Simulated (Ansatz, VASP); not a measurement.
## BaO: VASP beside Ansatz

```
CELL_PARAMETERS angstrom
0.00000 2.75000 2.75000
2.75000 0.00000 2.75000
2.75000 2.75000 0.00000
ATOMIC_POSITIONS crystal
Ba 0.00000 0.00000 0.00000
O 0.50000 0.50000 0.50000
```

Alike in both runs: task single point; functional PBEsol; k mesh 12 × 12 × 12; occupations gaussian, width 0.02 eV; no spin polarisation.

|  | VASP | Ansatz |
| --- | --- | --- |
| version | VASP 6.6.1 | Ansatz 0.2.0 |
| potentials or method | VASP PAW PBE potentials, release 64 (Ba_sv, O), cutoff 600 eV | scalar-relativistic, plane waves, PAW |
| valence electrons in the cell | 16 | 16 |

```csv
,VASP,Ansatz,Ansatz less VASP
gap on the k mesh at the Fermi level (eV),1.79,1.86,+0.069
pressure (GPa),1.4,-0.4,-1.79
```

VASP's potentials were made for PBE, not for PBEsol. With one functional, cell and mesh, what is left measures potentials, basis and numerics. Ansatz's warnings: stress scf threshold loose.

Neither program's run includes spin-orbit coupling.
